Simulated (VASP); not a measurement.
Wanted: the native input for a VASP 6.6.1 run.

* Task: single point
* Functional: PBE
* Potentials or basis: VASP PAW PBE potentials, release 64 (Cu, H)
* Cutoff: 520 eV
* k mesh: 21 × 21 × 10
* Occupations: gaussian, width 0.1 eV
* Spin: no spin polarisation
* Dipole correction: no
* Further INCAR settings: ALGO = Normal; EDIFF = 1e-06; NBANDS = 14

The structure of CuH2 lies in POSCAR:

```
CuH2
1.0
    2.5358093047      0.0000000000      0.0000000000
   -1.2679046523      2.1960752770      0.0000000000
    0.0000000000      0.0000000000      4.8260701666
Cu H
1 2
Direct
    0.0000000000      0.0000000000      0.0000000000
    0.3333333333      0.6666666667      0.2117542776
    0.3333333333      0.6666666667      0.7882457224
```

This cell differs from its parent crystal: atoms taken out.

The input as run:

INCAR

```
SYSTEM = CuH2
PREC = Accurate
ENCUT = 520
EDIFF = 1E-6
ISMEAR = 0
SIGMA = 0.1
LREAL = .FALSE.
LASPH = .TRUE.
NELM = 60
ALGO = Normal
ISIF = 2
LWAVE = .FALSE.
LCHARG = .FALSE.
GGA = PE
NBANDS = 14
```

KPOINTS

```
regular mesh
0
G
  21 21 10
  0 0 0
```

Potentials or basis: VASP PAW PBE potentials, release 64 (Cu, H).

Launch:

```console
$ cat potpaw_PBE.64/Cu/POTCAR potpaw_PBE.64/H/POTCAR > POTCAR
$ mpirun -np 1 vasp_std > vasp.out
```

Results of the run:

```
Pressure               : 0.3 GPa
Largest force          : 0.016 eV/Å
Band gap on the k mesh : zero (an odd number of electrons rules out a gap without spin polarisation)
```

Caveat: the cell differs from its parent crystal (atoms taken out).

Run time: 39 s on 1 thread of Intel(R) Xeon(R) 6975P-C (Granite Rapids), on a shared host, peak memory 0.22 GiB.
